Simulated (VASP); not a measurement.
**TiO2: single point with LDA**

TiO2:

```xyz
12
Lattice="3.9782 0.0000 0.0000 0.0000 3.9782 0.0000 0.0000 0.0000 10.0358" Properties=species:S:1:pos:R:3 pbc="T T T"
Ti    0.0512   -0.2058    0.0868
Ti    0.3996    1.9741    2.3649
Ti    2.6159    1.9656    4.7954
Ti    2.5696   -0.0200    7.6002
O     0.4079   -0.3488    2.0098
O     0.6164    2.0189    4.4664
O     0.2647    1.9437    0.5106
O     0.4624    0.3085    8.0679
O     2.7227    2.2135    7.4162
O     2.2000    0.2466    9.7224
O     2.5741    0.4164    5.8265
O     2.5795    1.6242    3.1686
```

```json
{
 "Program": "VASP 6.6.1",
 "Task": "single point",
 "Functional": "LDA",
 "Potentials or basis": "VASP PAW LDA potentials, release 64 (Ti_sv, O)",
 "Cutoff": "520 eV",
 "k mesh": "3 × 3 × 2",
 "Occupations": "fermi-dirac, width 0.3 eV",
 "Spin": "no spin polarisation",
 "Dipole correction": "no",
 "Further INCAR settings": "ALGO = Normal; EDIFF = 1e-06; NBANDS = 60"
}
```

* Pressure: -10.8 GPa
* Largest force: 6.411 eV/Å
* Band gap on the k mesh: 1.16 eV (least direct gap 1.48 eV)

Forces in eV/Å, atoms in the order of the input:
```
Ti   0.022  1.932 -3.184
Ti   0.540 -2.503  2.461
Ti   0.126  0.271  6.404
Ti  -0.295  0.599  1.440
O    0.023  4.047  0.830
O   -0.583  0.858 -0.126
O   -0.506 -1.585 -0.484
O   -0.967 -1.580  1.422
O   -0.575  0.937 -0.131
O    2.471 -1.837  0.866
O   -0.113 -0.586 -3.205
O   -0.143 -0.551 -6.292
```

Stress tensor (GPa, compression positive):
```
-21.43   0.76   2.80
  0.76  -8.21   6.25
  2.80   6.25  -2.66
```

Levels at points of the mesh, in eV from the valence-band top:
```tsv
k point	band 44	band 45	band 46	band 47	band 48	band 49	band 50	band 51	band 52	band 53
(0.00, 0.00, 0.00)	-1.39	-1.04	-1.03	-0.63	-0.32	1.16	1.62	1.99	2.16	2.31
(0.00, 0.00, 0.50)	-1.43	-1.07	-1.03	-0.62	-0.33	1.16	1.63	2.03	2.11	2.29
```

Wall time 110 s on 1 thread of Intel(R) Xeon(R) Platinum 8375C CPU @ 2.90GHz (Ice Lake), with other jobs on the host, peak memory 0.24 GiB.

Caveat: the k points lie up to 0.53 Å⁻¹ apart; an odd mesh through Γ misses points on the zone boundary, where band edges can lie; forces of over 1 eV/Å act on the atoms, so gaps and moduli don't describe the material at rest.
